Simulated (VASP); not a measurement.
# Ir (Fm-3m) in VASP: further runs, part 2 of 2

VASP 6.6.1. Earlier steps stand in the parts before.

**3. Single point, revPBE, collinear spin (15.80 Å³/atom)**

This run uses another cell than the first one, of 15.80 Å³/atom.

The input, INCAR:

```
PREC = Accurate
ENCUT = 520
EDIFF = 1E-6
ISMEAR = -1
SIGMA = 0.05
LREAL = False
LASPH = True
NELM = 150
ALGO = Normal
ISIF = 2
LWAVE = False
LCHARG = False
ISPIN = 2
MAGMOM = 1
LORBIT = 11
LMAXMIX = 4
GGA = RE
NBANDS = 14
```

The input, KPOINTS:

```
Automatic mesh
0
Gamma
  23 23 23
```

The input, POSCAR:

```
Ir
1.0
    0.0000000000      1.9918036379      1.9918036379
    1.9918036379      0.0000000000      1.9918036379
    1.9918036379      1.9918036379      0.0000000000
Ir
1
Direct
    0.0000000000      0.0000000000      0.0000000000
```

Potentials or basis: VASP PAW PBE potentials, release 64 (Ir).

Run with:

```sh
$ cat potpaw_PBE.64/Ir/POTCAR > POTCAR
$ mpirun -np 1 vasp_std > vasp.out
```

OUTCAR:

```text
PREC = Accurate
   ENCUT = 520
   EDIFF = 1E-6
   ISMEAR = -1
   LREAL = False
   LASPH = True
   NELM = 150
   ISIF = 2
   ISPIN = 2
   LORBIT = 11
   GGA = RE

 ion  position               nearest neighbor table
   1  0.000  0.000  0.000-

  LATTYP: Found a face centered cubic cell.
 ALAT       =     3.9836072758

  Lattice vectors:

 A1 = (   0.0000000000,   1.9918036379,   1.9918036379)
 A2 = (   1.9918036379,   0.0000000000,   1.9918036379)
 A3 = (   1.9918036379,   1.9918036379,   0.0000000000)

Analysis of symmetry for initial positions (statically):
=====================================================================
 Subroutine PRICEL returns:
 Original cell was already a primitive cell.

 Routine SETGRP: Setting up the symmetry group for a
 face centered cubic supercell.

 Subroutine GETGRP returns: Found 48 space group operations
 (whereof 48 operations were pure point group operations)
 out of a pool of 48 trial point group operations.

The static configuration has the point symmetry O_h .

Analysis of symmetry for dynamics (positions and initial velocities):
=====================================================================
 Subroutine PRICEL returns:
 Original cell was already a primitive cell.

 Routine SETGRP: Setting up the symmetry group for a
 face centered cubic supercell.

 Subroutine GETGRP returns: Found 48 space group operations
 (whereof 48 operations were pure point group operations)
 out of a pool of 48 trial point group operations.

The dynamic configuration has the point symmetry O_h .

Analysis of structural, dynamic, and magnetic symmetry:
=====================================================================
 Subroutine PRICEL returns:
 Original cell was already a primitive cell.

 Routine SETGRP: Setting up the symmetry group for a
 face centered cubic supercell.

 Subroutine GETGRP returns: Found 48 space group operations
 (whereof 48 operations were pure point group operations)
 out of a pool of 48 trial point group operations.

The overall configuration has the point symmetry O_h .

[... 162 lines left out ...]
      6       7.6060      1.00000
      7      23.1116      0.00000
      8      28.0677      0.00000
      9      28.0677      0.00000
     10      28.0677      0.00000
     11      32.6749      0.00000
     12      39.7632      0.00000
     13      39.7632      0.00000
     14      39.7632      0.00000
[... 379 lines left out ...]
      3       5.3376      1.00000
      4       7.8021      1.00000
      5       9.3209      0.00000
      6       9.7943      0.00000
      7      14.8464      0.00000
      8      22.7548      0.00000
      9      27.2210      0.00000
     10      27.4438      0.00000
     11      36.1928      0.00000
     12      36.2488      0.00000
     13      37.6196      0.00000
     14      41.3812      0.00000

 [... further k-points ...]

 spin component 2

 k-point     1 :       0.0000    0.0000    0.0000
  band No.  band energies     occupation
      1      -1.3074      1.00000
      2       5.3649      1.00000
      3       5.3649      1.00000
      4       5.3649      1.00000
      5       7.6059      1.00000
      6       7.6059      1.00000
      7      23.1116      0.00000
      8      28.0677      0.00000
      9      28.0677      0.00000
     10      28.0677      0.00000
     11      32.6748      0.00000
     12      39.7631      0.00000
     13      39.7631      0.00000
     14      39.7631      0.00000
[... 379 lines left out ...]
      3       5.3375      1.00000
      4       7.8021      1.00000
      5       9.3208      0.00000
      6       9.7942      0.00000
      7      14.8463      0.00000
      8      22.7548      0.00000
      9      27.2209      0.00000
     10      27.4438      0.00000
     11      36.1928      0.00000
     12      36.2487      0.00000
     13      37.6196      0.00000
     14      41.3798      0.00000

 [... further k-points ...]

------------------------ aborting loop because EDIFF is reached ----------------------------------------

  FORCE on cell =-STRESS in cart. coord.  units (eV):
  Direction    XX          YY          ZZ          XY          YZ          ZX
  --------------------------------------------------------------------------------------
  -------------------------------------------------------------------------------------
  Total       -2.0908925     -2.0908925     -2.0908925     -0.0000000      0.0000000      0.0000000
  in kB     -211.9691826   -211.9691826   -211.9691826     -0.0000000      0.0000000      0.0000000
  external PRESSURE =    -211.9691826 kB  Pullay stress =       0.0000000 kB

 VOLUME and BASIS-vectors are now :
 -----------------------------------------------------------------------------
  energy-cutoff  :      520.00
  volume of cell :       15.80
      direct lattice vectors                 reciprocal lattice vectors
     0.000000000  1.991803638  1.991803638    -0.251028761  0.251028761  0.251028761
     1.991803638  0.000000000  1.991803638     0.251028761 -0.251028761  0.251028761
     1.991803638  1.991803638  0.000000000     0.251028761  0.251028761 -0.251028761

 POSITION                                       TOTAL-FORCE (eV/Angst)
 -----------------------------------------------------------------------------------
      0.00000      0.00000      0.00000         0.000000      0.000000      0.000000
 -----------------------------------------------------------------------------------
    total drift:                               -0.000000      0.000000      0.000000

  FREE ENERGIE OF THE ION-ELECTRON SYSTEM (eV)
  ---------------------------------------------------
  free  energy   TOTEN  =        -8.2422260499 eV

  energy  without entropy=       -8.2344667923  energy(sigma->0) =       -8.23834642

 total charge

# of ion       s       p       d       tot
------------------------------------------
    1        0.615   0.601   6.843   8.059

 magnetization (x)

# of ion       s       p       d       tot
------------------------------------------
    1        0.000   0.000  -0.000  -0.000
```

Run time: 2.9 min. Hardware: 1 thread of Intel Xeon 8259CL, shared host; peak memory 0.25 GiB.

Results:

```yaml
Free_energy: -8.2422 eV
Pressure: -21.2 GPa
Net_moment: 0.00 μB per cell
Valence_electrons_inside_the_program's_atomic_spheres: Ir 8.06
```

Levels at points of the mesh, in eV from the Fermi level:
Spin up:
```csv
k point,band 1,band 2,band 3,band 4,band 5,band 6,band 7,band 8,band 9
"(0.00, 0.00, 0.00)",-9.91,-3.24,-3.24,-3.24,-1.00,-1.00,14.51,19.46,19.46
```
Spin down:
```
           k point  band 2  band 3  band 4  band 5  band 6  band 7
(0.00, 0.00, 0.00)   -3.24   -3.24   -3.24   -1.00   -1.00   14.51
```

Caveat: the cell stands under tension; the PAW data sets were made with another functional, which shifts forces and pressure a little; spin-orbit coupling is left out, which moves the levels of the heavy elements.

**4. Single point, revPBE, collinear spin (16.39 Å³/atom)**

This run uses another cell than the first one, of 16.39 Å³/atom.

The input, INCAR:

```
PREC = Accurate ; ENCUT = 520
EDIFF = 1E-6 ; ISMEAR = -1
SIGMA = 0.05 ; LREAL = F
LASPH = T ; NELM = 150
ALGO = Normal ; ISIF = 2
LWAVE = F ; LCHARG = F
ISPIN = 2 ; MAGMOM = 1
LORBIT = 11 ; LMAXMIX = 4
GGA = RE ; NBANDS = 14
```

The input, KPOINTS:

```
regular mesh
0
Gamma
  23 23 23
```

The input, POSCAR:

```
Ir
1.0
    0.0000000000      2.0160963203      2.0160963203
    2.0160963203      0.0000000000      2.0160963203
    2.0160963203      2.0160963203      0.0000000000
Ir
1
Direct
    0.0000000000      0.0000000000      0.0000000000
```

Run with:

```sh
$ cat potpaw_PBE.64/Ir/POTCAR > POTCAR
$ mpirun -np 1 vasp_std > vasp.out
```

Run time: 2.7 min. Hardware: 1 thread of Intel Xeon 8259CL, shared host; peak memory 0.25 GiB.

It converged, with:

```yaml
Free_energy: -8.1514 eV
Pressure: -28.4 GPa
Net_moment: 0.00 μB per cell
Valence_electrons_inside_the_program's_atomic_spheres: Ir 7.96
```

Levels at points of the mesh, in eV from the Fermi level:
Spin up:
| k point | band 2 | band 3 | band 4 | band 5 | band 6 | band 7 |
| --- | --- | --- | --- | --- | --- | --- |
| (0.00, 0.00, 0.00) | -3.06 | -3.06 | -3.06 | -0.95 | -0.95 | 14.54 |
Spin down:
| k point | band 1 | band 2 | band 3 | band 4 | band 5 | band 6 | band 7 | band 8 | band 9 |
| --- | --- | --- | --- | --- | --- | --- | --- | --- | --- |
| (0.00, 0.00, 0.00) | -9.55 | -3.06 | -3.06 | -3.06 | -0.94 | -0.94 | 14.54 | 19.29 | 19.29 |

Caveat: the cell stands under tension; the PAW data sets were made with another functional, which shifts forces and pressure a little; spin-orbit coupling is left out, which moves the levels of the heavy elements.

**5. Overview**

```csv
cell,k mesh,cutoff (eV),smearing,gap on the mesh (eV),pressure (GPa),moment (μB)
"a = 2.745 Å, angles 60.0°, 1 atom",7 × 7 × 7,500,fermi-dirac 0.1 eV,none,-0.8,0.00
"a = 2.817 Å, angles 60.0°, 1 atom",23 × 23 × 23,520,fermi-dirac 0.05 eV,none,-21.2,0.00
"a = 2.851 Å, angles 60.0°, 1 atom",23 × 23 × 23,520,fermi-dirac 0.05 eV,none,-28.4,0.00
```

Alike in all rows: task single point; level revPBE; potentials or basis VASP PAW PBE potentials, release 64 (Ir); spin collinear.

Caveats: some runs use coarse meshes; the PAW data sets were made with another functional, which shifts forces and pressure a little; spin-orbit coupling is left out, which moves the levels of the heavy elements; the cell stands under tension (at least some runs).

Total energies depend on the potentials used, so only differences within one code and one set of settings carry meaning.
